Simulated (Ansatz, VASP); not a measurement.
**Two plane-wave programs on Ru**

File INCAR:

```
SYSTEM = Ru
PREC     = Accurate       ! precision mode
ENCUT    = 520            ! plane-wave cutoff, eV
EDIFF    = 1E-7           ! SCF threshold, eV
ISMEAR   = 0              ! smearing method
SIGMA    = 0.15           ! smearing width, eV
LREAL    = .False.        ! projectors in reciprocal space
LASPH    = .True.         ! aspherical terms in the spheres
NELM     = 100            ! most SCF steps
ALGO     = Fast           ! electronic algorithm
ISIF     = 2              ! what is computed and relaxed
LWAVE    = .False.        ! write WAVECAR
LCHARG   = .True.         ! write CHGCAR
GGA      = PE             ! functional
LELF     = .True.         ! ELF
LVHAR    = .True.       
NBANDS   = 13             ! bands
```

File KPOINTS:

```
Automatic mesh
0
Gamma
  22 22 22
  0 0 0
```

File POSCAR:

```
Ru
1.0
    0.0000000000      1.9694164514      1.6875929572
    1.9694164514      0.0000000000      1.6875929572
    1.9694164514      1.9694164514      0.0000000000
Ru
1
Direct
    0.0000000000      0.0000000000      0.0000000000
```

Input for Ansatz:

```yaml
crystal:
  lattice:
    - [0.0, 1.9694164514, 1.6875929572]
    - [1.9694164514, 0.0, 1.6875929572]
    - [1.9694164514, 1.9694164514, 0.0]
  atoms:
    - { symbol: Ru, position: [0.0, 0.0, 0.0] }
basis:
  ecutwfc: 420
kpoints:
  mp_grid: { grid: [22, 22, 22] }
hamiltonian:
  xc: pbe
scf:
  occupations: { method: gaussian, width: 0.15 }
output:
  forces: true
  stress: true
  eigenvalues: true
```

Alike in both runs: task single point; functional PBE; k mesh 22 × 22 × 22; occupations gaussian, width 0.15 eV; no spin polarisation.

|  | VASP | Ansatz |
| --- | --- | --- |
| version | VASP 6.6.1 | Ansatz 0.2.0 |
| potentials or method | VASP PAW PBE potentials, release 64 (Ru_pv), cutoff 520 eV | scalar-relativistic, plane waves, PAW |
| valence electrons in the cell | 14 | 16 |

VASP gave:

| Item | Value |
| --- | --- |
| gap on the k mesh at the Fermi level (eV) | none |
| pressure (GPa) | 22.6 |
| traceless stress, the component that is largest in VASP (GPa) | 28.47 |

Question: Estimate Ansatz's values.

Answer: gap on the k mesh at the Fermi level (eV): none; pressure (GPa): 22.7; traceless stress, the component that is largest in VASP (GPa): 28.50.

A gap of «none» marks a metal or a gap that the smearing closes. VASP's potentials hold 14 valence electrons a cell and Ansatz's 16, so a difference there can come from the potentials and not from the codes.
